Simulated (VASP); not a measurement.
# HfSiO4 (Hafnon) in VASP: single point with LDA

Aim: the single point of HfSiO4 (Hafnon) with LDA.

Program: VASP 6.6.1. These are calculated values, not measurements. Logs are shortened: lines on timing, memory, paths and dates and some standing lists are left out, and cuts for length are marked.

**1. The cell of the first run**

The typed cell holds 12 atoms: a = 5.522 Å, b = 5.522 Å, c = 5.522 Å, α = 106.95°, β = 106.95°, γ = 114.64°.

**2. Single point, LDA**

INCAR reads:

```
SYSTEM = HfSiO4
  ALGO = Normal
  EDIFF = 1E-7
  ENCUT = 520
  GGA = CA
  ISIF = 2
  ISMEAR = 0
  LASPH = .TRUE.
  LCHARG = .FALSE.
  LREAL = .FALSE.
  LWAVE = .FALSE.
  NBANDS = 50
  NELM = 80
  PREC = Accurate
  SIGMA = 0.01
```

KPOINTS reads:

```
k-points
0
G
  4 4 4
  0 0 0
```

POSCAR reads:

```
HfSiO4
1.0
   -3.2862500000      3.2862500000      2.9816000000
    3.2862500000     -3.2862500000      2.9816000000
    3.2862500000      3.2862500000     -2.9816000000
Hf Si O
2 2 8
Direct
    0.7500017496      0.2506381562      0.5006364067
    0.0000041434      0.0006361738      0.0006320304
    0.2499992388      0.7506287729      0.5006295341
    0.5000032023      0.5006380612      0.0006348589
    0.1335637200      0.3184684206      0.8163328231
    0.0678349602      0.7527373014      0.6849023412
    0.5021355975      0.3184684206      0.1849047006
    0.0678701367      0.3841992280      0.3163290913
    0.6164335791      0.9328009577      0.6849457093
    0.6821322026      0.8670660108      0.1849338082
    0.2478552484      0.9328009577      0.3163673785
    0.6821662214      0.4985249992      0.8163587778
```

Potentials or basis: VASP PAW LDA potentials, release 64 (Hf_pv, Si, O).

Run with:

```console
cat potpaw_LDA.64/Hf_pv/POTCAR potpaw_LDA.64/Si/POTCAR potpaw_LDA.64/O/POTCAR > POTCAR
mpirun -np 1 vasp_std > vasp.out
```

OUTCAR:

```text
SYSTEM = HfSiO4
   EDIFF = 1E-7
   ENCUT = 520
   GGA = CA
   ISIF = 2
   ISMEAR = 0
   LASPH = .TRUE.
   LREAL = .FALSE.
   NELM = 80
   PREC = Accurate

 ion  position               nearest neighbor table
   1  0.750  0.251  0.501-  10 2.11   5 2.11   7 2.11  12 2.11   6 2.25   9 2.25  11 2.25   8 2.25
                             3 2.98   3 2.98   2 3.61   2 3.61   2 3.61   2 3.61
   2  0.000  0.001  0.001-   8 2.11  11 2.11   9 2.11   6 2.11  12 2.25   5 2.25   7 2.25  10 2.25
                             4 2.98   4 2.98   1 3.61   1 3.61   1 3.61   1 3.61
   3  0.250  0.751  0.501-   8 1.63   6 1.63   9 1.63  11 1.63   1 2.98   1 2.98
   4  0.500  0.501  0.001-  10 1.63  12 1.63   5 1.63   7 1.63   2 2.98   2 2.98
   5  0.134  0.318  0.816-   4 1.63   1 2.11   2 2.25
   6  0.068  0.753  0.685-   3 1.63   2 2.11   1 2.25
   7  0.502  0.318  0.185-   4 1.63   1 2.11   2 2.25
   8  0.068  0.384  0.316-   3 1.63   2 2.11   1 2.25
   9  0.616  0.933  0.685-   3 1.63   2 2.11   1 2.25
  10  0.682  0.867  0.185-   4 1.63   1 2.11   2 2.25
  11  0.248  0.933  0.316-   3 1.63   2 2.11   1 2.25
  12  0.682  0.499  0.816-   4 1.63   1 2.11   2 2.25

  LATTYP: Found a body centered tetragonal cell.
 ALAT       =     6.5725000000
 C/A-ratio  =     0.9072955496

  Lattice vectors:

 A1 = (  -3.2862500000,   3.2862500000,   2.9816000000)
 A2 = (   3.2862500000,  -3.2862500000,   2.9816000000)
 A3 = (   3.2862500000,   3.2862500000,  -2.9816000000)

Analysis of symmetry for initial positions (statically):
=====================================================================
 Subroutine PRICEL returns:
 Original cell was already a primitive cell.

 Routine SETGRP: Setting up the symmetry group for a
 body centered tetragonal supercell.

 Subroutine GETGRP returns: Found  2 space group operations
 (whereof  2 operations were pure point group operations)
 out of a pool of 16 trial point group operations.

The static configuration has the point symmetry C_1h.

Analysis of symmetry for dynamics (positions and initial velocities):
=====================================================================
 Subroutine PRICEL returns:
 Original cell was already a primitive cell.

 Routine SETGRP: Setting up the symmetry group for a
 body centered tetragonal supercell.

 Subroutine GETGRP returns: Found  2 space group operations
 (whereof  2 operations were pure point group operations)
 out of a pool of 16 trial point group operations.

The dynamic configuration has the point symmetry C_1h.

 Subroutine INISYM returns: Found  2 space group operations
 (whereof  2 operations are pure point group operations),
 and found     1 'primitive' translations

----------------------------------------------------------------------------------------

                                     Primitive cell

  volume of cell :     128.7984

  direct lattice vectors                    reciprocal lattice vectors
    -3.286250000  3.286250000  2.981600000     0.000000000  0.152149106  0.167695197
     3.286250000 -3.286250000  2.981600000     0.152149106  0.000000000  0.167695197
     3.286250000  3.286250000 -2.981600000     0.152149106  0.152149106  0.000000000

  length of vectors
     5.521667926  5.521667926  5.521667926     0.226431070  0.226431070  0.215171329

  position of ions in fractional coordinates (direct lattice)
     0.750001750  0.250638156  0.500636407
     0.000004143  0.000636174  0.000632030
     0.249999239  0.750628773  0.500629534
     0.500003202  0.500638061  0.000634859
     0.133563720  0.318468421  0.816332823
     0.067834960  0.752737301  0.684902341
     0.502135598  0.318468421  0.184904701
     0.067870137  0.384199228  0.316329091
     0.616433579  0.932800958  0.684945709
     0.682132203  0.867066011  0.184933808
     0.247855248  0.932800958  0.316367378
     0.682166221  0.498524999  0.816358778

  ion indices of the primitive-cell ions
   primitive index   ion index
                 1           1
                 2           2
                 3           3
                 4           4
                 5           5
                 6           6
                 7           7
                 8           8
                 9           9
                10          10
                11          11
                12          12

----------------------------------------------------------------------------------------

 KPOINTS: k-points

Automatic generation of k-mesh.
 Grid dimensions read from file:
 generate k-points for:    4    4    4

 Generating k-lattice:

  Cartesian coordinates                     Fractional coordinates (reciprocal lattice)
     0.000000000  0.038037277  0.041923799     0.250000000  0.000000000  0.000000000
     0.038037277  0.000000000  0.041923799     0.000000000  0.250000000  0.000000000
     0.038037277  0.038037277  0.000000000     0.000000000  0.000000000  0.250000000

  Length of vectors
     0.056607768  0.056607768  0.053792832

  Shift w.r.t. Gamma in fractional coordinates (k-lattice)
     0.000000000  0.000000000  0.000000000

 Subroutine IBZKPT returns following result:
 ===========================================

 Found     24 irreducible k-points:

 Following reciprocal coordinates:
            Coordinates               Weight
  0.000000  0.000000  0.000000      1.000000
  0.250000  0.000000  0.000000      4.000000
  0.250000  0.000000 -0.250000      2.000000
  0.000000  0.250000  0.000000      2.000000
  0.500000  0.000000  0.000000      2.000000
  0.500000  0.000000  0.500000      1.000000
[... 16 lines left out ...]
 -0.250000 -0.250000  0.250000      2.000000
  0.500000  0.500000  0.500000      1.000000
   k-points           NKPTS =     24   k-points in BZ     NKDIM =     24   number of bands    NBANDS=     50
   number of dos      NEDOS =    301   number of ions     NIONS =     12
   total plane-waves  NPLWV =  74088
   dimension x,y,z NGX =    42 NGY =   42 NGZ =   42
   dimension x,y,z NGXF=    84 NGYF=   84 NGZF=   84
   ions per type =               2   2   8
   NGX,Y,Z   is equivalent  to a cutoff of  12.65, 12.65, 12.65 a.u.
   NGXF,Y,Z  is equivalent  to a cutoff of  25.29, 25.29, 25.29 a.u.
 SYSTEM =  HfSiO4
   PREC   = accura    normal or accurate (medium, high low for compatibility)
   ISTART =      0    job   : 0-new  1-cont  2-samecut
   ICHARG =      2    charge: 1-file 2-atom 10-const
   ISPIN  =      1    spin polarized calculation?
   LNONCOLLINEAR =      F non collinear calculations
   LSORBIT =      F    spin-orbit coupling
   LASPH  =      T    aspherical Exc in radial PAW
   ENCUT  =  520.0 eV  38.22 Ry    6.18 a.u.  10.27 10.27 10.27*2*pi/ulx,y,z
   NELM   =     80;   NELMIN=  2; NELMDL= -5     # of ELM steps
   EDIFF  = 0.1E-06   stopping-criterion for ELM
   LREAL  =      F    real-space projection
   EDIFFG = 0.1E-05   stopping-criterion for IOM
   NSW    =      0    number of steps for IOM
   IBRION =     -1    ionic relax: 0-MD 1-quasi-New 2-CG
   NFREE  =      0    steps in history (QN), initial steepest desc. (CG)
   ISIF   =      2    stress and relaxation
   ISYM   =      2    0-nonsym 1-usesym 2-fastsym
   POTIM  = 0.5000    time-step for ionic-motion
   TEBEG  =    0.0;   TEEND  =   0.0 temperature during run
   PSTRESS=    0.0 pullay stress
   NELECT =      76.0000    total number of electrons
   NUPDOWN=      -1.0000    fix difference up-down
   EMIN   =  10.00;   EMAX   =-10.00  energy-range for DOS
   EFERMI =   0.00;   METHOD = LEGACY
   ISMEAR =     0;   SIGMA  =   0.01  broadening in eV -4-tet -1-fermi 0-gaus
   EFERMI_NEDOS =   21; number of points for ismear=-14 and -15
   IALGO  =     38    algorithm
   IMIX   =      4    mixing-type and parameters
     AMIX     =   0.40;   BMIX     =  1.00
     AMIX_MAG =   1.60;   BMIX_MAG =  1.00
  volume/ion in A,a.u.               =      10.73        72.43
  Fermi-wavevector in a.u.,A,eV,Ry     =   1.373122  2.594825 25.653301  1.885464
  Thomas-Fermi vector in A             =   2.498668
   LORBIT       =      0    0 simple, 1 ext, 2 COOP (PROOUT), +10 PAW based schemes
   GGA     = CA    functional components
   LHFCALC =     F    Hartree Fock is set to
   AEXX    =    0.0000 exact exchange contribution
   IVDW    =     0    specifies the selected vdW correction
   LEPSILON=     F    determine dielectric tensor
   LRPA    =     F    only Hartree local field effects (RPA)
 non-spin polarized calculation
 Gauss-broadening in eV      SIGMA  =   0.01
  energy-cutoff  :      520.00
  volume of cell :      128.80
 maximum number of plane-waves:      3488
 NGX is ok and might be reduce to    42
   NGX = 21   NGY = 21   NGZ = 21

 number of electron      76.0000002 magnetization

 Free energy of the ion-electron system (eV)
  ---------------------------------------------------
  ext. energy  EPLUGINS =         0.00000000
  ---------------------------------------------------
  free energy    TOTEN  =      -118.99685773 eV

  energy without entropy =     -118.99685773  energy(sigma->0) =     -118.99685773

 E-fermi :   3.2157     XC(G=0): -11.6060

 val. band max:        3.0763209519   @ k =   0.0000   0.0000   0.0000
 cond. band min:       8.3397761786   @ k =   0.5000   0.5000   0.0000
 fundamental gap:      5.2634552267
 Fermi energy:         3.2157123360

 k-point     1 :       0.0000    0.0000    0.0000
  band No.  band energies     occupation
      1     -25.9989      2.00000
      2     -25.9989      2.00000
      3     -25.9238      2.00000
      4     -25.9142      2.00000
      5     -25.8100      2.00000
      6     -25.8100      2.00000
[... 42 lines left out ...]
     49      12.2418      0.00000
     50      12.7174      0.00000

 k-point     2 :       0.2500    0.0000    0.0000
  band No.  band energies     occupation
      1     -26.0024      2.00000
      2     -25.9960      2.00000
      3     -25.9350      2.00000
      4     -25.9009      2.00000
      5     -25.8205      2.00000
      6     -25.8070      2.00000
[... 42 lines left out ...]
     49      11.9788      0.00000
     50      12.5535      0.00000

 k-point     3 :       0.2500    0.0000   -0.2500
  band No.  band energies     occupation
      1     -26.0024      2.00000
      2     -25.9960      2.00000
      3     -25.9350      2.00000
      4     -25.9009      2.00000
      5     -25.8205      2.00000
      6     -25.8070      2.00000
[... 42 lines left out ...]
     49      11.9788      0.00000
     50      12.6487      0.00000

 k-point     4 :       0.0000    0.2500    0.0000
  band No.  band energies     occupation
      1     -26.0024      2.00000
      2     -25.9960      2.00000
      3     -25.9350      2.00000
      4     -25.9009      2.00000
      5     -25.8205      2.00000
      6     -25.8070      2.00000
[... 999 lines left out ...]
 k-point    23 :      -0.2500   -0.2500    0.2500
  band No.  band energies     occupation
      1     -26.0060      2.00000
      2     -26.0060      2.00000
      3     -25.9285      2.00000
      4     -25.9174      2.00000
      5     -25.8038      2.00000
      6     -25.8038      2.00000
[... 42 lines left out ...]
     49      11.8090      0.00000
     50      12.4344      0.00000

 k-point    24 :       0.5000    0.5000    0.5000
  band No.  band energies     occupation
      1     -26.0137      2.00000
      2     -26.0137      2.00000
      3     -25.9204      2.00000
      4     -25.9203      2.00000
      5     -25.7973      2.00000
      6     -25.7973      2.00000
[... 42 lines left out ...]
     49      12.4621      0.00000
     50      12.4621      0.00000

------------------------ aborting loop because EDIFF is reached ----------------------------------------

  FORCE on cell =-STRESS in cart. coord.  units (eV):
  Direction    XX          YY          ZZ          XY          YZ          ZX
  --------------------------------------------------------------------------------------
  -------------------------------------------------------------------------------------
  Total       -4.8501189     -4.8524913     -5.1203070      0.0000000      0.0000000     -0.0001499
  in kB      -60.3326496    -60.3621611    -63.6936323      0.0000000      0.0000000     -0.0018647
  external PRESSURE =     -61.4628143 kB  Pullay stress =       0.0000000 kB

 VOLUME and BASIS-vectors are now :
 -----------------------------------------------------------------------------
  energy-cutoff  :      520.00
  volume of cell :      128.80
      direct lattice vectors                 reciprocal lattice vectors
    -3.286250000  3.286250000  2.981600000     0.000000000  0.152149106  0.167695197
     3.286250000 -3.286250000  2.981600000     0.152149106  0.000000000  0.167695197
     3.286250000  3.286250000 -2.981600000     0.152149106  0.152149106  0.000000000

 POSITION                                       TOTAL-FORCE (eV/Angst)
 -----------------------------------------------------------------------------------
      0.00418      3.28625      1.49081         0.000020      0.000000     -0.000242
      0.00415      0.00000      0.00002        -0.000393      0.000000     -0.000319
      3.29039      0.00000      1.49080         0.000320      0.000000      0.000408
      0.00417     -0.00000      2.98162        -0.000317      0.000000     -0.000661
      3.29032      2.07503     -1.08620        -0.000022     -0.149148     -0.143042
      4.50152      0.00000      0.40451         0.150210     -0.000000     -0.143314
      0.00407      1.21122      1.89540        -0.000022      0.149148     -0.143042
      2.07907      0.00000      0.40472        -0.148553      0.000000     -0.144060
      3.29057      1.21124      2.57696        -0.000478      0.149011      0.143703
      1.21548      0.00000      4.06769         0.149187      0.000000      0.143994
      3.29057     -1.21124      2.57696        -0.000478     -0.149011      0.143703
      2.07927      3.28625      1.08629        -0.149475      0.000000      0.142872
 -----------------------------------------------------------------------------------
    total drift:                               -0.000282     -0.000002     -0.000053

  FREE ENERGIE OF THE ION-ELECTRON SYSTEM (eV)
  ---------------------------------------------------
  free  energy   TOTEN  =      -118.9968577299 eV

  energy  without entropy=     -118.9968577299  energy(sigma->0) =     -118.99685773
```

It used 350 s of CPU time on 1 thread of AMD EPYC 7R13 Processor (Zen 3), with other jobs on the host.

What came out:

- Free energy: -118.9969 eV
- Pressure: -6.1 GPa
- Largest force: 0.208 eV/Å
- Band gap on the k mesh: 5.26 eV, indirect (least direct gap 5.65 eV)

Forces on the atoms (eV/Å):
```
Hf   0.000  0.000  0.000
Hf   0.000  0.000  0.000
Si   0.000  0.000  0.000
Si   0.000  0.000 -0.001
O    0.000 -0.149 -0.143
O    0.150  0.000 -0.143
O    0.000  0.149 -0.143
O   -0.149  0.000 -0.144
O    0.000  0.149  0.144
O    0.149  0.000  0.144
O    0.000 -0.149  0.144
O   -0.149  0.000  0.143
```

Caveat: spin-orbit coupling is left out, which moves the levels of the heavy elements. A k mesh can miss the band edges.
